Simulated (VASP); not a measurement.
# AlN (AlN (P6_3mc)) in VASP: single point with PBE

Aim: the single point of AlN (AlN (P6_3mc)) with PBE.

Program: VASP 6.6.1. These are calculated values, not measurements. Logs are shortened: lines on timing, memory, paths and dates and some standing lists are left out, and cuts for length are marked.

## (1) The cell of the first run

The typed cell holds 16 atoms: a = 6.260 Å, b = 6.260 Å, c = 5.017 Å, α = 90.00°, β = 90.00°, γ = 120.00°.

## (2) Single point, PBE

INCAR reads:

```
SYSTEM = AlN
  PREC = Accurate
  ENCUT = 600
  EDIFF = 1E-6
  ISMEAR = -1
  SIGMA = 0.01
  LREAL = .False.
  LASPH = .True.
  NELM = 120
  ALGO = Normal
  ISIF = 2
  LWAVE = .False.
  LCHARG = .False.
  GGA = PE
  NBANDS = 46
  GGA_COMPAT = .False.
```

KPOINTS reads:

```
Automatic mesh
0
Gamma
  1 1 2
  0.25 0.25 0.25
```

POSCAR reads:

```
AlN
1.0
    6.2595139102      0.0000000601      0.0000000000
   -3.1297570100      5.4208980298      0.0000000000
    0.0000000000      0.0000000000      5.0174032950
Al N
8 8
Direct
    0.3335522861      0.1664662598      0.5000248652
    0.3335522861      0.6664662598      0.5000248652
    0.8335522861      0.1664662598      0.5000248652
    0.8335522861      0.6664662598      0.5000248652
    0.1664662598      0.3335522861      0.0000248652
    0.1664662598      0.8335522861      0.0000248652
    0.6664662598      0.3335522861      0.0000248652
    0.6664662598      0.8335522861      0.0000248652
    0.3319614870      0.1680199671      0.8799751348
    0.1680199671      0.3319614870      0.3799751348
    0.3319614870      0.6680199671      0.8799751348
    0.1680199671      0.8319614870      0.3799751348
    0.8319614870      0.1680199671      0.8799751348
    0.6680199671      0.3319614870      0.3799751348
    0.8319614870      0.6680199671      0.8799751348
    0.6680199671      0.8319614870      0.3799751348
```

Potentials or basis: VASP PAW PBE potentials, release 64 (Al, N).

Run with:

```bash
$ cat potpaw_PBE.64/Al/POTCAR potpaw_PBE.64/N/POTCAR > POTCAR
$ mpirun -np 1 vasp_std > vasp.out
```

OUTCAR:

```text
SYSTEM = AlN
   PREC = Accurate
   ENCUT = 600
   EDIFF = 1E-6
   ISMEAR = -1
   LREAL = .False.
   LASPH = .True.
   NELM = 120
   ISIF = 2
   GGA = PE

 ion  position               nearest neighbor table
   1  0.334  0.166  0.500-  10 1.89   9 1.91  14 1.91  12 1.91   6 3.09   6 3.09   7 3.09   7 3.09
                             5 3.09   5 3.09   4 3.13   4 3.13   2 3.13   2 3.13   3 3.13   3 3.13
   2  0.334  0.666  0.500-  12 1.89  11 1.91  16 1.91  10 1.91   5 3.09   5 3.09   8 3.09   8 3.09
                             6 3.09   6 3.09   3 3.13   3 3.13   1 3.13   1 3.13   4 3.13   4 3.13
   3  0.834  0.166  0.500-  14 1.89  13 1.91  10 1.91  16 1.91   8 3.09   8 3.09   5 3.09   5 3.09
                             7 3.09   7 3.09   2 3.13   2 3.13   4 3.13   4 3.13   1 3.13   1 3.13
   4  0.834  0.666  0.500-  16 1.89  15 1.91  12 1.91  14 1.91   7 3.09   7 3.09   6 3.09   6 3.09
                             8 3.09   8 3.09   1 3.13   1 3.13   3 3.13   3 3.13   2 3.13   2 3.13
   5  0.166  0.334  0.000-   9 1.89  10 1.91  11 1.91  13 1.91   2 3.09   2 3.09   3 3.09   3 3.09
                             1 3.09   1 3.09   8 3.13   8 3.13   6 3.13   6 3.13   7 3.13   7 3.13
   6  0.166  0.834  0.000-  11 1.89  12 1.91   9 1.91  15 1.91   1 3.09   1 3.09   4 3.09   4 3.09
                             2 3.09   2 3.09   7 3.13   7 3.13   5 3.13   5 3.13   8 3.13   8 3.13
   7  0.666  0.334  0.000-  13 1.89  14 1.91  15 1.91   9 1.91   4 3.09   4 3.09   1 3.09   1 3.09
                             3 3.09   3 3.09   6 3.13   6 3.13   8 3.13   8 3.13   5 3.13   5 3.13
   8  0.666  0.834  0.000-  15 1.89  16 1.91  13 1.91  11 1.91   3 3.09   3 3.09   2 3.09   2 3.09
                             4 3.09   4 3.09   5 3.13   5 3.13   7 3.13   7 3.13   6 3.13   6 3.13
   9  0.332  0.168  0.880-   5 1.89   1 1.91   6 1.91   7 1.91
  10  0.168  0.332  0.380-   1 1.89   5 1.91   3 1.91   2 1.91
  11  0.332  0.668  0.880-   6 1.89   2 1.91   5 1.91   8 1.91
  12  0.168  0.832  0.380-   2 1.89   6 1.91   4 1.91   1 1.91
  13  0.832  0.168  0.880-   7 1.89   3 1.91   8 1.91   5 1.91
  14  0.668  0.332  0.380-   3 1.89   7 1.91   1 1.91   4 1.91
  15  0.832  0.668  0.880-   8 1.89   4 1.91   7 1.91   6 1.91
  16  0.668  0.832  0.380-   4 1.89   8 1.91   2 1.91   3 1.91

  LATTYP: Found a hexagonal cell.
 ALAT       =     6.2595139102
 C/A-ratio  =     0.8015643654

  Lattice vectors:

 A1 = (   6.2595139102,   0.0000000601,   0.0000000000)
 A2 = (  -3.1297570100,   5.4208980298,   0.0000000000)
 A3 = (   0.0000000000,   0.0000000000,   5.0174032950)

Analysis of symmetry for initial positions (statically):
=====================================================================
 Subroutine PRICEL returns following result:

  LATTYP: Found a hexagonal cell.
 ALAT       =     3.1297569551
 C/A-ratio  =     1.6031287308

  Lattice vectors:

 A1 = (   3.1297569551,   0.0000000301,   0.0000000000)
 A2 = (  -1.5648785050,   2.7104490149,   0.0000000000)
 A3 = (   0.0000000000,   0.0000000000,   5.0174032950)

   4 primitive cells build up your supercell.

 Routine SETGRP: Setting up the symmetry group for a
 hexagonal supercell.

 Subroutine GETGRP returns: Found  2 space group operations
 (whereof  1 operations were pure point group operations)
 out of a pool of 24 trial point group operations.

The static configuration has the point symmetry C_1 .
 The point group associated with its full space group is C_1h.

Analysis of symmetry for dynamics (positions and initial velocities):
=====================================================================
 Subroutine PRICEL returns following result:

  LATTYP: Found a hexagonal cell.
 ALAT       =     3.1297569551
 C/A-ratio  =     1.6031287308

  Lattice vectors:

 A1 = (   3.1297569551,   0.0000000301,   0.0000000000)
 A2 = (  -1.5648785050,   2.7104490149,   0.0000000000)
 A3 = (   0.0000000000,   0.0000000000,   5.0174032950)

   4 primitive cells build up your supercell.

 Routine SETGRP: Setting up the symmetry group for a
 hexagonal supercell.

 Subroutine GETGRP returns: Found  2 space group operations
 (whereof  1 operations were pure point group operations)
 out of a pool of 24 trial point group operations.

The dynamic configuration has the point symmetry C_1 .
 The point group associated with its full space group is C_1h.

 Subroutine INISYM returns: Found  2 space group operations
 (whereof  1 operations are pure point group operations),
 and found     4 'primitive' translations

----------------------------------------------------------------------------------------

                                     Primitive cell

  volume of cell :      42.5629

  direct lattice vectors                    reciprocal lattice vectors
     3.129756955  0.000000030  0.000000000     0.319513626  0.184471283  0.000000000
    -1.564878505  2.710449015  0.000000000    -0.000000004  0.368942559  0.000000000
     0.000000000  0.000000000  5.017403295     0.000000000  0.000000000  0.199306283

  length of vectors
     3.129756955  3.129756955  5.017403295     0.368942559  0.368942559  0.199306283

  position of ions in fractional coordinates (direct lattice)
     0.667104572  0.332932520  0.500024865
     0.332932520  0.667104572  0.000024865
     0.663922974  0.336039934  0.879975135
     0.336039934  0.663922974  0.379975135

  ion indices of the primitive-cell ions
   primitive index   ion index
                 1           1
                 2           5
                 3           9
                 4          10

----------------------------------------------------------------------------------------

 KPOINTS: Automatic mesh

Automatic generation of k-mesh.
 Grid dimensions read from file:
 generate k-points for:    1    1    2

 Generating k-lattice:

  Cartesian coordinates                     Fractional coordinates (reciprocal lattice)
     0.159756813  0.092235641  0.000000000     1.000000000 -0.000000000  0.000000000
    -0.000000002  0.184471279  0.000000000     0.000000000  1.000000000  0.000000000
     0.000000000  0.000000000  0.099653141     0.000000000  0.000000000  0.500000000

  Length of vectors
     0.184471279  0.184471279  0.099653141

  Shift w.r.t. Gamma in fractional coordinates (k-lattice)
     0.250000000  0.250000000  0.250000000

 Subroutine IBZKPT returns following result:
 ===========================================

 Found      8 irreducible k-points:

 Following reciprocal coordinates:
            Coordinates               Weight
  0.250000  0.250000  0.125000      2.000000
 -0.250000  0.500000  0.125000      4.000000
  0.500000  0.250000  0.125000      4.000000
 -0.250000 -0.250000  0.125000      2.000000
  0.250000  0.250000 -0.375000      2.000000
 -0.250000  0.500000 -0.375000      4.000000
  0.500000  0.250000 -0.375000      4.000000
 -0.250000 -0.250000 -0.375000      2.000000
   k-points           NKPTS =      8   k-points in BZ     NKDIM =      8   number of bands    NBANDS=     46
   number of dos      NEDOS =    301   number of ions     NIONS =     16
   total plane-waves  NPLWV = 100000
   dimension x,y,z NGX =    50 NGY =   50 NGZ =   40
   dimension x,y,z NGXF=   100 NGYF=  100 NGZF=   80
   ions per type =               8   8
   NGX,Y,Z   is equivalent  to a cutoff of  13.28, 13.28, 13.25 a.u.
   NGXF,Y,Z  is equivalent  to a cutoff of  26.56, 26.56, 26.51 a.u.
 SYSTEM =  AlN
   PREC   = accura    normal or accurate (medium, high low for compatibility)
   ISTART =      0    job   : 0-new  1-cont  2-samecut
   ICHARG =      2    charge: 1-file 2-atom 10-const
   ISPIN  =      1    spin polarized calculation?
   LNONCOLLINEAR =      F non collinear calculations
   LSORBIT =      F    spin-orbit coupling
   LASPH  =      T    aspherical Exc in radial PAW
   ENCUT  =  600.0 eV  44.10 Ry    6.64 a.u.  12.50 12.50 10.02*2*pi/ulx,y,z
   NELM   =    120;   NELMIN=  2; NELMDL= -5     # of ELM steps
   EDIFF  = 0.1E-05   stopping-criterion for ELM
   LREAL  =      F    real-space projection
[... 7 lines left out ...]
   TEBEG  =    0.0;   TEEND  =   0.0 temperature during run
   PSTRESS=    0.0 pullay stress
   NELECT =      64.0000    total number of electrons
   NUPDOWN=      -1.0000    fix difference up-down
   EMIN   =  10.00;   EMAX   =-10.00  energy-range for DOS
   EFERMI =   0.00;   METHOD = LEGACY
   ISMEAR =    -1;   SIGMA  =   0.01  broadening in eV -4-tet -1-fermi 0-gaus
   EFERMI_NEDOS =   21; number of points for ismear=-14 and -15
   IALGO  =     38    algorithm
   IMIX   =      4    mixing-type and parameters
     AMIX     =   0.40;   BMIX     =  1.00
     AMIX_MAG =   1.60;   BMIX_MAG =  1.00
  volume/ion in A,a.u.               =      10.64        71.81
  Fermi-wavevector in a.u.,A,eV,Ry     =   1.181511  2.232733 18.993310  1.395969
  Thomas-Fermi vector in A             =   2.317783
   LORBIT       =      0    0 simple, 1 ext, 2 COOP (PROOUT), +10 PAW based schemes
   GGA     = PE    functional components
   LHFCALC =     F    Hartree Fock is set to
   AEXX    =    0.0000 exact exchange contribution
   IVDW    =     0    specifies the selected vdW correction
   LEPSILON=     F    determine dielectric tensor
   LRPA    =     F    only Hartree local field effects (RPA)
 non-spin polarized calculation
  energy-cutoff  :      600.00
  volume of cell :      170.25
 maximum number of plane-waves:      5678
   NGX = 25   NGY = 25   NGZ = 21

 number of electron      63.9999994 magnetization

 Free energy of the ion-electron system (eV)
  ---------------------------------------------------
  ext. energy  EPLUGINS =         0.00000000
  ---------------------------------------------------
  free energy    TOTEN  =      -120.66865850 eV

  energy without entropy =     -120.66865850  energy(sigma->0) =     -120.66865850

 E-fermi :   5.8297     XC(G=0): -10.8437

 val. band max:        5.5609006787   @ k =  -0.2500  -0.2500   0.1250
 cond. band min:      11.2966388912   @ k =  -0.2500   0.5000   0.1250
 fundamental gap:      5.7357382126
 Fermi energy:         5.8296948590

 k-point     1 :       0.2500    0.2500    0.1250
  band No.  band energies     occupation
      1      -8.5439      2.00000
      2      -7.9122      2.00000
      3      -7.9122      2.00000
      4      -6.8895      2.00000
      5      -6.8854      2.00000
      6      -6.6391      2.00000
[... 365 lines left out ...]
     43      14.7928      0.00000
     44      14.8580      0.00000
 [bands above 44 left out]

------------------------ aborting loop because EDIFF is reached ----------------------------------------

  FORCE on cell =-STRESS in cart. coord.  units (eV):
  Direction    XX          YY          ZZ          XY          YZ          ZX
  --------------------------------------------------------------------------------------
  -------------------------------------------------------------------------------------
  Total       -1.9066520     -2.9455369      2.4931592     -0.8997007     -0.0037885     -0.0021873
  in kB      -17.9428384    -27.7194234     23.4622541     -8.4667705     -0.0356524     -0.0205839
  external PRESSURE =      -7.4000026 kB  Pullay stress =       0.0000000 kB

 VOLUME and BASIS-vectors are now :
 -----------------------------------------------------------------------------
  energy-cutoff  :      600.00
  volume of cell :      170.25
      direct lattice vectors                 reciprocal lattice vectors
     6.259513910  0.000000060  0.000000000     0.159756813  0.092235641  0.000000000
    -3.129757010  5.420898030  0.000000000    -0.000000002  0.184471279  0.000000000
     0.000000000  0.000000000  5.017403295     0.000000000  0.000000000  0.199306283

 POSITION                                       TOTAL-FORCE (eV/Angst)
 -----------------------------------------------------------------------------------
      1.56688      0.90240      2.50883         0.115697     -0.068597      0.010652
      0.00200      3.61285      2.50883         0.115697     -0.068597      0.010652
      4.69663      0.90240      2.50883         0.115697     -0.068597      0.010652
      3.13175      3.61285      2.50883         0.115697     -0.068597      0.010652
     -0.00194      1.80815      0.00012        -0.117255      0.065898      0.010652
     -1.56682      4.51860      0.00012        -0.117255      0.065898      0.010652
[... 8 lines left out ...]
      3.11693      3.62127      4.41519         0.179179     -0.101649     -0.010652
      1.57764      4.50998      1.90649        -0.177620      0.104349     -0.010652
 -----------------------------------------------------------------------------------
    total drift:                                0.000003      0.000004      0.001532

  FREE ENERGIE OF THE ION-ELECTRON SYSTEM (eV)
  ---------------------------------------------------
  free  energy   TOTEN  =      -120.6686584956 eV

  energy  without entropy=     -120.6686584956  energy(sigma->0) =     -120.66865850
```

Run time: 68 s. Hardware: 1 thread of Intel Xeon 6975P-C (Granite Rapids), shared host; peak memory 0.3 GiB.

What came out:

```yaml
Free_energy: -120.6687 eV
Pressure: -0.7 GPa
Largest_force: 0.206 eV/Å
Band_gap_on_the_k_mesh: 5.74 eV
```

Forces in eV/Å, atoms in the order of the input:
```
Al   0.116 -0.069  0.011
Al   0.116 -0.069  0.011
Al   0.116 -0.069  0.011
Al   0.116 -0.069  0.011
Al  -0.117  0.066  0.011
Al  -0.117  0.066  0.011
Al  -0.117  0.066  0.011
Al  -0.117  0.066  0.011
N    0.179 -0.102 -0.011
N   -0.178  0.104 -0.011
N    0.179 -0.102 -0.011
N   -0.178  0.104 -0.011
N    0.179 -0.102 -0.011
N   -0.178  0.104 -0.011
N    0.179 -0.102 -0.011
N   -0.178  0.104 -0.011
```

Stress tensor (GPa, compression positive):
```
-1.79 -0.85  0.00
-0.85 -2.77  0.00
 0.00  0.00  2.35
```

Caveat: the k points lie up to 1.16 Å⁻¹ apart.
